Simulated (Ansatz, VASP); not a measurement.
## Ge: VASP beside Ansatz

File INCAR:

```
SYSTEM = Ge
PREC = Accurate
ENCUT = 520
EDIFF = 1E-8
ISMEAR = -1
SIGMA = 0.05
LREAL = .FALSE.
LASPH = .TRUE.
NELM = 80
ALGO = Normal
ISIF = 2
LWAVE = .FALSE.
LCHARG = .FALSE.
GGA = CA
LEFG = .TRUE.
NBANDS = 21
```

File KPOINTS:

```
Automatic mesh
0
G
  10 10 10
  0 0 0
```

POSCAR

```
Ge
1.0
    0.0000000000      2.8842501637      2.8842501637
    2.8842501637      0.0000000000      2.8842501637
    2.8842501637      2.8842501637      0.0000000000
Ge
2
Direct
    0.5000000000      0.5000000000      0.5000000000
    0.7500000000      0.7500000000      0.7500000000
```

Input for Ansatz:

```yaml
crystal:
  lattice:
    - [0.0, 2.8842501637, 2.8842501637]
    - [2.8842501637, 0.0, 2.8842501637]
    - [2.8842501637, 2.8842501637, 0.0]
  atoms:
    - { symbol: Ge, position: [0.5, 0.5, 0.5] }
    - { symbol: Ge, position: [0.75, 0.75, 0.75] }
kpoints:
  mp_grid: { grid: [10, 10, 10] }
scf:
  occupations: { method: fermi_dirac, width: 0.05 }
hamiltonian:
  xc: lda
  pseudopotentials: { kind: paw }
output:
  forces: true
  stress: true
  eigenvalues: true
  efg: { contact_densities: true }
```

Change from the starting cell: volume scaled by 1.06, PAW files.

Alike in both runs: task electric field gradients; functional LDA; k mesh 10 × 10 × 10; occupations fermi-dirac, width 0.05 eV; no spin polarisation.

|  | VASP | Ansatz |
| --- | --- | --- |
| version | VASP 6.6.1 | Ansatz 0.2.0 |
| potentials or method | VASP PAW LDA potentials, release 64 (Ge_d) | PAW with Ansatz's default frozen-core files, scalar-relativistic |
| plane-wave cutoff (eV) | 520 | 420 |
| valence electrons in the cell | 28 | 28 |

VASP gave:

| Property | Result |
| --- | --- |
| pressure (GPa) | -4.5 |

What did Ansatz give for the same quantities?

Pressure (GPa): -4.6.

LDA's correlation is that of Perdew and Zunger in VASP and of Perdew and Wang (1992) in Ansatz.
